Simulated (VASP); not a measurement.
# PtSe2 (P-3m1) in VASP: notebook, part 2 of 2

VASP 6.6.1. Earlier steps stand in the parts before.

## 4. Single point, PBEsol (strain +0.0300 x Voigt [0, 0, 1, 0, 0, 0])

INCAR reads:

```
ALGO = Normal
EDIFF = 1E-6
ENCUT = 520
GGA = PS
ISIF = 2
ISMEAR = 0
LASPH = True
LCHARG = False
LREAL = False
LWAVE = False
NBANDS = 18
NELM = 80
PREC = Accurate
SIGMA = 0.15
```

KPOINTS reads:

```
k-points
0
Gamma
  12 12 10
```

POSCAR reads:

```
PtSe2
1.0
    3.7607249071      0.0000000000      0.0000000000
   -1.8803624535      3.2568833062      0.0000000000
    0.0000000000      0.0000000000      5.0092096194
Pt Se
1 2
Direct
    0.0000000000      0.0000000000      0.0000000000
    0.3333333333      0.6666666667      0.2606754608
    0.6666666667      0.3333333333      0.7393245392
```

Potentials or basis: VASP PAW PBE potentials, release 64 (Pt, Se).

On the command line:

```
> cat potpaw_PBE.64/Pt/POTCAR potpaw_PBE.64/Se/POTCAR > POTCAR
> mpirun -np 1 vasp_std > vasp.out
```

OUTCAR:

```text
EDIFF = 1E-6
   ENCUT = 520
   GGA = PS
   ISIF = 2
   ISMEAR = 0
   LASPH = True
   LREAL = False
   NELM = 80
   PREC = Accurate

 ion  position               nearest neighbor table
   1  0.000  0.000  0.000-   2 2.53   3 2.53   2 2.53   3 2.53   3 2.53   2 2.53
   2  0.333  0.667  0.261-   1 2.53   1 2.53   1 2.53
   3  0.667  0.333  0.739-   1 2.53   1 2.53   1 2.53

  LATTYP: Found a hexagonal cell.
 ALAT       =     3.7607249071
 C/A-ratio  =     1.3319798026

  Lattice vectors:

 A1 = (   3.7607249071,   0.0000000000,   0.0000000000)
 A2 = (  -1.8803624535,   3.2568833062,   0.0000000000)
 A3 = (   0.0000000000,   0.0000000000,   5.0092096194)

Analysis of symmetry for initial positions (statically):
=====================================================================
 Subroutine PRICEL returns:
 Original cell was already a primitive cell.

 Routine SETGRP: Setting up the symmetry group for a
 hexagonal supercell.

 Subroutine GETGRP returns: Found 12 space group operations
 (whereof 12 operations were pure point group operations)
 out of a pool of 24 trial point group operations.

The static configuration has the point symmetry D_3d.

Analysis of symmetry for dynamics (positions and initial velocities):
=====================================================================
 Subroutine PRICEL returns:
 Original cell was already a primitive cell.

 Routine SETGRP: Setting up the symmetry group for a
 hexagonal supercell.

 Subroutine GETGRP returns: Found 12 space group operations
 (whereof 12 operations were pure point group operations)
 out of a pool of 24 trial point group operations.

The dynamic configuration has the point symmetry D_3d.
[... 113 lines left out ...]
   NUPDOWN=      -1.0000    fix difference up-down
   EMIN   =  10.00;   EMAX   =-10.00  energy-range for DOS
   EFERMI =   0.00;   METHOD = LEGACY
   ISMEAR =     0;   SIGMA  =   0.15  broadening in eV -4-tet -1-fermi 0-gaus
   EFERMI_NEDOS =   21; number of points for ismear=-14 and -15
   IALGO  =     38    algorithm
   IMIX   =      4    mixing-type and parameters
     AMIX     =   0.40;   BMIX     =  1.00
     AMIX_MAG =   1.60;   BMIX_MAG =  1.00
  volume/ion in A,a.u.               =      20.45       138.01
  Fermi-wavevector in a.u.,A,eV,Ry     =   1.163058  2.197861 18.404656  1.352704
  Thomas-Fermi vector in A             =   2.299612
   LORBIT       =      0    0 simple, 1 ext, 2 COOP (PROOUT), +10 PAW based schemes
   GGA     = PS    functional components
   LHFCALC =     F    Hartree Fock is set to
   AEXX    =    0.0000 exact exchange contribution
   IVDW    =     0    specifies the selected vdW correction
   LEPSILON=     F    determine dielectric tensor
   LRPA    =     F    only Hartree local field effects (RPA)
 non-spin polarized calculation
 Gauss-broadening in eV      SIGMA  =   0.15
  energy-cutoff  :      520.00
  volume of cell :       61.35
 maximum number of plane-waves:      1673
   NGX = 13   NGY = 13   NGZ = 19

 number of electron      21.9999998 magnetization

 Free energy of the ion-electron system (eV)
  ---------------------------------------------------
  ext. energy  EPLUGINS =         0.00000000
  ---------------------------------------------------
  free energy    TOTEN  =       -15.89182025 eV

  energy without entropy =      -15.88336787  energy(sigma->0) =      -15.88759406

 E-fermi :   6.1470     XC(G=0): -10.8070

 val. band max:        6.1434981048   @ k =   0.0000   0.3333   0.3000
 cond. band min:       6.1545709181   @ k =  -0.2500  -0.4167   0.1000
 fundamental gap:      0.0110728133
 Fermi energy:         6.1469648366

 k-point     1 :       0.0000    0.0000    0.0000
  band No.  band energies     occupation
      1      -9.2836      2.00000
      2      -6.5016      2.00000
      3      -0.8428      2.00000
      4       0.0891      2.00000
      5       0.0891      2.00000
      6       2.4381      2.00000
[... 481 lines left out ...]
      5       0.4467      2.00000
      6       1.8225      2.00000
[... 10 lines left out ...]
     17      14.7032      0.00000
     18      14.7969      0.00000

 [... further k-points ...]

------------------------ aborting loop because EDIFF is reached ----------------------------------------

  FORCE on cell =-STRESS in cart. coord.  units (eV):
  Direction    XX          YY          ZZ          XY          YZ          ZX
  --------------------------------------------------------------------------------------
  -------------------------------------------------------------------------------------
  Total       -0.9758382     -0.9758382     -1.2570161     -0.0000000      0.0000000     -0.0000000
  in kB      -25.4826993    -25.4826993    -32.8252814     -0.0000000      0.0000000     -0.0000000
  external PRESSURE =     -27.9302266 kB  Pullay stress =       0.0000000 kB

 VOLUME and BASIS-vectors are now :
 -----------------------------------------------------------------------------
  energy-cutoff  :      520.00
  volume of cell :       61.35
      direct lattice vectors                 reciprocal lattice vectors
     3.760724907  0.000000000  0.000000000     0.265906182  0.153521006  0.000000000
    -1.880362454  3.256883306  0.000000000     0.000000000  0.307042011  0.000000000
     0.000000000  0.000000000  5.009209619     0.000000000  0.000000000  0.199632293

 POSITION                                       TOTAL-FORCE (eV/Angst)
 -----------------------------------------------------------------------------------
      0.00000      0.00000      0.00000        -0.000000      0.000000     -0.000000
     -0.00000      2.17126      1.30578         0.000000     -0.000000     -0.348423
      1.88036      1.08563      3.70343         0.000000      0.000000      0.348423
 -----------------------------------------------------------------------------------
    total drift:                               -0.000000      0.000000      0.000000

  FREE ENERGIE OF THE ION-ELECTRON SYSTEM (eV)
  ---------------------------------------------------
  free  energy   TOTEN  =       -15.8918202533 eV

  energy  without entropy=      -15.8833678697  energy(sigma->0) =      -15.88759406
```

It took 64 s on 1 thread of Intel Xeon 6975P-C (Granite Rapids), shared host; peak memory 0.31 GiB.

What came out:

| Quantity | Value |
| --- | --- |
| Free energy | -15.8918 eV |
| Pressure | -2.8 GPa |
| Largest force | 0.348 eV/Å |
| Band gap on the k mesh | zero (bands 11 and 12 overlap by 0.69 eV) |

Forces on the atoms (eV/Å):
```
Pt   0.000  0.000  0.000
Se   0.000  0.000 -0.348
Se   0.000  0.000  0.348
```

Stress tensor (GPa, compression positive):
```
-2.55  0.00  0.00
 0.00 -2.55  0.00
 0.00  0.00 -3.28
```

Caveat: the cell differs from its parent crystal (strain +0.0300 x Voigt [0, 0, 1, 0, 0, 0]); the PAW data sets were made with another functional, which shifts forces and pressure a little; spin-orbit coupling is left out, which moves the levels of the heavy elements.

## 5. The runs side by side

| cell | gap on the mesh (eV) | pressure (GPa) | largest force (eV/Å) |
| --- | --- | --- | --- |
| a = 3.761, b = 3.761, c = 4.790 Å, angles 90.0, 90.0, 120.0°, 3 atoms | none | 1.7 | 0.20 |
| a = 3.761, b = 3.761, c = 4.936 Å, angles 90.0, 90.0, 120.0°, 3 atoms | none | -1.4 | 0.17 |
| a = 3.761, b = 3.761, c = 5.009 Å, angles 90.0, 90.0, 120.0°, 3 atoms | none | -2.8 | 0.35 |

Alike in all rows: task single point; level PBEsol; potentials or basis VASP PAW PBE potentials, release 64 (Pt, Se); no spin polarisation; k mesh 12 × 12 × 10; cutoff (eV) 520; smearing gaussian 0.15 eV.

Caveats: the PAW data sets were made with another functional, which shifts forces and pressure a little; spin-orbit coupling is left out, which moves the levels of the heavy elements.

Total energies depend on the potentials used, so only differences within one code and one set of settings carry meaning.

The gap in the log of VASP goes by the Fermi energy; the results here count the filled bands.